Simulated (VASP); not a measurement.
Set up this calculation in VASP 6.6.1, as the native input.

```
Task                   : single point
Functional             : PBE
Potentials or basis    : VASP PAW PBE potentials, release 64 (In_d, As)
Cutoff                 : 520 eV
k mesh                 : 3 × 3 × 3
Occupations            : fermi-dirac, width 0.02 eV
Spin                   : no spin polarisation
Dipole correction      : no
Further INCAR settings : ALGO = Normal; EDIFF = 1e-07; NBANDS = 16
```

The structure of InAs lies in POSCAR:

```
InAs
1.0
    0.0000000000      3.0180000000      3.0180000000
    3.0180000000      0.0000000000      3.0180000000
    3.0180000000      3.0180000000      0.0000000000
In As
1 1
Direct
    0.0000000000      0.0000000000      0.0000000000
    0.7500000000      0.7500000000      0.7500000000
```

One way to write it, as run:

INCAR

```
SYSTEM = InAs
  ALGO = Normal
  EDIFF = 1E-7
  ENCUT = 520
  GGA = PE
  ISIF = 2
  ISMEAR = -1
  LASPH = .True.
  LCHARG = .False.
  LREAL = .False.
  LWAVE = .False.
  NBANDS = 16
  NELM = 80
  PREC = Accurate
  SIGMA = 0.02
```

KPOINTS

```
k-points
0
Gamma
  3 3 3
  0 0 0
```

Potentials or basis: VASP PAW PBE potentials, release 64 (In_d, As).

Command:

```bash
$ cat potpaw_PBE.64/In_d/POTCAR potpaw_PBE.64/As/POTCAR > POTCAR
$ mpirun -np 1 vasp_std > vasp.out
```

Results of the run:

```json
{"Pressure": "6.2 GPa", "Band gap on the k mesh": "zero (filled and empty bands touch)"}
```

Caveat: the k points lie up to 0.60 Å⁻¹ apart; spin-orbit coupling is left out, which moves the levels of the heavy elements.

It took 4.5 s on 1 thread of Intel Xeon 6975P-C (shared host), peak memory 0.17 GiB.
